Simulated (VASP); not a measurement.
Here is a VASP 6.6.1 calculation.

File INCAR:

```
SYSTEM = Ti4C
ALGO = Normal ; DIPOL = 0.5 0.5 0.342
EDIFF = 1E-7 ; ENCUT = 520
GGA = PE ; IDIPOL = 3
ISIF = 2 ; ISMEAR = 0
LASPH = .True. ; LCHARG = .False.
LDIPOL = .True. ; LREAL = .False.
LWAVE = .False. ; NBANDS = 34
NELM = 60 ; PREC = Accurate
SIGMA = 0.1
```

Contents of KPOINTS:

```
k-points
0
Gamma
  8 8 1
  0 0 0
```

File POSCAR:

```
Ti4C
1.0
    3.2553359278      0.0000000000      0.0000000000
    0.0000000000      3.2553359278      0.0000000000
    0.0000000000      0.0000000000     20.1793674396
Ti C
4 1
Direct
    0.5000000000      0.5000000000      0.1982222690
    0.0000000000      0.0000000000      0.2788822782
    0.5000000000      0.5000000000      0.3551865237
    0.0000000000      0.0000000000      0.4301109767
    0.5000000000      0.5000000000      0.4494726345
```

Potentials or basis: VASP PAW PBE potentials, release 64 (Ti_sv, C).

Launch:

```console
$ cat potpaw_PBE.64/Ti_sv/POTCAR potpaw_PBE.64/C/POTCAR > POTCAR
$ mpirun -np 1 vasp_std > vasp.out
```

(1) What does it give for the largest force?

(2) What does it give for the band gap on the k mesh?

Answers

(1) 2.607 eV/Å.

(2) zero (band 26 reaches 0.38 eV, above the bottom of band 27 at -0.10 eV).
